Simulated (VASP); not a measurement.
## Si13O24 (a cell with a defect): single point with PBE

The system is Si13O24 (a cell with a defect).

```xyz
37
Lattice="5.1054 0.0000 5.5851 5.1054 0.0000 -5.5851 0.0000 8.8428 0.0000" Properties=species:S:1:pos:R:3 pbc="T T T"
Si    3.7048    2.1798    3.7672
Si    3.4908    2.4164   -1.8522
Si    6.3872    6.7459    3.7744
Si    6.3394    6.6767   -1.8891
Si    6.7149    2.1511   -3.9987
Si    6.1760    2.1037    1.9510
Si    3.9196    6.6469    1.8600
Si    3.7655    6.4296   -3.7357
Si    7.5914   -0.0992    0.0654
Si    3.0012    0.0003   -0.2463
Si    0.0881    4.3743    0.0275
Si    5.1354    4.3820    0.0419
Si    4.7231    0.9770   -3.8366
O     7.4252    2.6030   -2.5712
O     1.9182    2.5378   -2.2816
O     5.1326    7.1597    2.8213
O     5.0617    6.9616   -2.8783
O     4.0243    3.5517   -0.8313
O     9.3982    3.4231   -0.9507
O     6.5417    8.0390   -1.0021
O     1.7434    8.0873   -0.9783
O     1.2841    3.5369    0.7460
O     6.0930    3.3247    0.8535
O     3.7810    7.7271    0.6375
O     8.3632    7.4345    0.6717
O     4.2737    2.5308   -3.2632
O     4.7327    1.7252    2.5881
O     7.6630    6.4487   -2.8380
O     2.5349    6.1823   -2.6934
O     8.5566    0.9005   -0.8193
O     3.8635    0.8450   -1.3869
O     0.8152    5.5697   -0.8040
O     6.0213    5.3713   -0.9304
O     2.6532    1.2490    0.7102
O     6.7455    0.7796    1.1679
O     4.3140    5.2275    1.1677
O     9.2842    5.0479    1.1118
```

This cell differs from its parent crystal: with an interstitial atom, then relaxed in part.

```json
{"Program": "VASP 6.6.1", "Task": "single point", "Functional": "PBE", "Potentials or basis": "VASP PAW PBE potentials, release 64 (Si, O)", "Cutoff": "520 eV", "k mesh": "2 × 2 × 2, shifted", "Occupations": "gaussian, width 0.01 eV", "Spin": "no spin polarisation", "Dipole correction": "no", "Further INCAR settings": "LREAL = Auto; ALGO = Normal; EDIFF = 1e-07; NBANDS = 122"}
```

| Quantity | Value |
| --- | --- |
| Pressure | -0.7 GPa |
| Largest force | 0.069 eV/Å |
| Band gap on the k mesh | 1.70 eV |

Forces on the atoms (eV/Å):
```
Si   0.003  0.005  0.026
Si  -0.009  0.046  0.050
Si  -0.015 -0.007  0.020
Si   0.005 -0.007 -0.011
Si  -0.039  0.014  0.008
Si   0.001 -0.011 -0.012
Si  -0.012 -0.001  0.004
Si   0.001 -0.019  0.005
Si  -0.009  0.007 -0.011
Si   0.021 -0.015  0.005
Si   0.003 -0.006 -0.016
Si   0.005 -0.010 -0.010
Si   0.022 -0.033 -0.025
O   -0.013  0.002  0.005
O   -0.017  0.001  0.007
O    0.003 -0.006  0.003
O   -0.009 -0.010 -0.003
O    0.017 -0.001  0.000
O    0.011 -0.004 -0.004
O    0.008 -0.002  0.007
O    0.007 -0.002 -0.004
O    0.005 -0.011  0.007
O   -0.002 -0.009  0.006
O   -0.010 -0.004 -0.003
O    0.004  0.013  0.012
O    0.023  0.014 -0.035
O   -0.006  0.001  0.002
O   -0.001  0.009 -0.002
O    0.004  0.017  0.001
O   -0.013 -0.005  0.005
O    0.010 -0.006 -0.015
O   -0.008  0.006 -0.002
O   -0.009  0.010 -0.004
O   -0.010  0.003  0.007
O    0.012  0.003 -0.012
O    0.010  0.009 -0.003
O    0.007  0.007 -0.007
```

Stress tensor (GPa, compression positive):
```
 1.42 -1.03 -1.22
-1.03 -1.88  0.64
-1.22  0.64 -1.63
```

Levels at points of the mesh, in eV from the valence-band top:
```tsv
k point	band 96	band 97	band 98	band 99	band 100	band 101
(0.25, 0.25, 0.25)	-3.00	-2.72	-0.02	1.72	3.46	3.61
```

Run time: 14 min on 1 thread of Intel Xeon 8259CL, on a shared host, peak memory 0.55 GiB.

Caveat: the cell differs from its parent crystal (with an interstitial atom, then relaxed in part).
